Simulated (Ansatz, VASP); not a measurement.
Rb in VASP and in Ansatz

```
Rb
1.0
     4.93755    0.00000    0.00000
    -2.46878    4.27605    0.00000
     0.00000    0.00000    8.20777
Rb
2
Direct
  0.33333 0.66667 0.25000
  0.66667 0.33333 0.75000
```

Alike in both runs: functional PBEsol; k mesh 9 × 9 × 6; occupations gaussian, width 0.1 eV; no spin polarisation.

Ansatz relaxed the structure, and its values are those at the end. VASP's run is a single point on that final structure, the one shown.

|  | VASP | Ansatz |
| --- | --- | --- |
| version | VASP 6.6.1 | Ansatz 0.2.0 |
| potentials or method | VASP PAW PBE potentials, release 64 (Rb_sv), cutoff 520 eV | scalar-relativistic, plane waves, PAW |
| valence electrons in the cell | 18 | 18 |

|  | VASP | Ansatz | Ansatz less VASP |
| --- | --- | --- | --- |
| gap on the k mesh at the Fermi level (eV) | none | none | - |
| pressure (GPa) | 0.0 | 0.0 | 0.00 |

VASP's potentials were made for PBE, not for PBEsol. A gap of «none» marks a metal or a gap that the smearing closes. The functional is the same, so the differences come from potentials, cutoffs and numerics.
